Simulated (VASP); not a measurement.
Write the native input for VASP 6.6.1 that does the following.

```yaml
Task: single point
Functional: r2SCAN
Potentials_or_basis: VASP PAW PBE potentials, release 64 (C)
Cutoff: 520 eV
k_mesh: 12 × 12 × 12
Occupations: gaussian, width 0.01 eV
Spin: no spin polarisation
Dipole_correction: no
Further_INCAR_settings: ALGO = Normal; EDIFF = 1e-06; NBANDS = 11
```

Crystal: C.

```
CELL_PARAMETERS angstrom
1.77753 1.77753 0.00000
-1.77753 1.77753 0.00000
0.00000 1.77753 1.77753
ATOMIC_POSITIONS crystal
C 0.50000 0.50000 0.00000
C 0.75000 0.25000 0.50000
```

One way to write it, as run:

POSCAR

```
C
1.0
    1.7775348587      1.7775348587      0.0000000000
   -1.7775348587      1.7775348587      0.0000000000
    0.0000000000      1.7775348587      1.7775348587
C
2
Direct
    0.5000000000      0.5000000000      0.0000000000
    0.7500000000      0.2500000000      0.5000000000
```

INCAR.step1

```
PREC = Accurate
ENCUT = 520
ISMEAR = 0
SIGMA = 0.01
LREAL = F
LASPH = T
NELM = 100
NBANDS = 11
GGA = PE
ALGO = Normal
EDIFF = 1E-4
LWAVE = T
LCHARG = F
```

INCAR.step2

```
PREC = Accurate
ENCUT = 520
EDIFF = 1E-6
ISMEAR = 0
SIGMA = 0.01
LREAL = F
LASPH = T
NELM = 100
ALGO = Normal
ISIF = 2
LWAVE = F
LCHARG = F
METAGGA = R2SCAN
LMIXTAU = T
NBANDS = 11
ISTART = 1
```

KPOINTS

```
regular mesh
0
Gamma
  12 12 12
```

Potentials or basis: VASP PAW PBE potentials, release 64 (C).

Command:

```sh
$ cat potpaw_PBE.64/C/POTCAR > POTCAR
$ cp INCAR.step1 INCAR
$ mpirun -np 1 vasp_std > vasp.out
$ cp INCAR.step2 INCAR
$ mpirun -np 1 vasp_std > vasp.out
```

Results of the run:

| Item | Value |
| --- | --- |
| Pressure | 3.1 GPa |
| Band gap on the k mesh | 4.37 eV (least direct gap 5.86 eV) |

Caveat: the cell stands under pressure; the PAW data sets were made with another functional, which shifts forces and pressure a little.

It took 50 s on 1 thread of Intel Xeon 8259CL, on a shared host, peak memory 0.12 GiB.
